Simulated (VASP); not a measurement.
Wanted: the native input for a VASP 6.6.1 run.

```yaml
Task: single point
Functional: PBE
Potentials_or_basis: VASP PAW PBE potentials, release 64 (As)
Cutoff: 520 eV
k_mesh: 8 × 8 × 6
Occupations: fermi-dirac, width 0.05 eV
Spin: no spin polarisation
Dipole_correction: no
Further_INCAR_settings: ALGO = Normal; EDIFF = 1e-06; NBANDS = 18
```

The structure of As lies in POSCAR:

```
As
1.0
    1.8490159120     -5.5723767210      0.0000000000
    1.8490159120      5.5723767210      0.0000000000
    0.0000000000      0.0000000000      4.5288225351
As
4
Direct
    0.3900000000      0.6100000000      0.5600000000
    0.8900000000      0.1100000000      0.9400000000
    0.6100000000      0.3900000000      0.4400000000
    0.1100000000      0.8900000000      0.0600000000
```

The input as run:

INCAR

```
SYSTEM = As
PREC     = Accurate       ! precision mode
ENCUT    = 520            ! plane-wave cutoff, eV
EDIFF    = 1E-6           ! SCF threshold, eV
ISMEAR   = -1             ! smearing method
SIGMA    = 0.05           ! smearing width, eV
LREAL    = .False.        ! projectors in reciprocal space
LASPH    = .True.         ! aspherical terms in the spheres
NELM     = 60             ! most SCF steps
ALGO     = Normal         ! electronic algorithm
ISIF     = 2              ! what is computed and relaxed
LWAVE    = .False.        ! write WAVECAR
LCHARG   = .False.        ! write CHGCAR
GGA      = PE             ! functional
NBANDS   = 18             ! bands
```

KPOINTS

```
regular mesh
0
Gamma
  8 8 6
  0 0 0
```

Potentials or basis: VASP PAW PBE potentials, release 64 (As).

Launch:

```console
$ cat potpaw_PBE.64/As/POTCAR > POTCAR
$ mpirun -np 1 vasp_std > vasp.out
```

Results of the run:

- Pressure: 0.5 GPa
- Largest force: 0.212 eV/Å
- Band gap on the k mesh: 0.13 eV, indirect (least direct gap 0.20 eV)

Wall time 90 s on 1 thread of Intel(R) Xeon(R) Platinum 8488C (Sapphire Rapids), with other jobs on the host, peak memory 0.32 GiB.
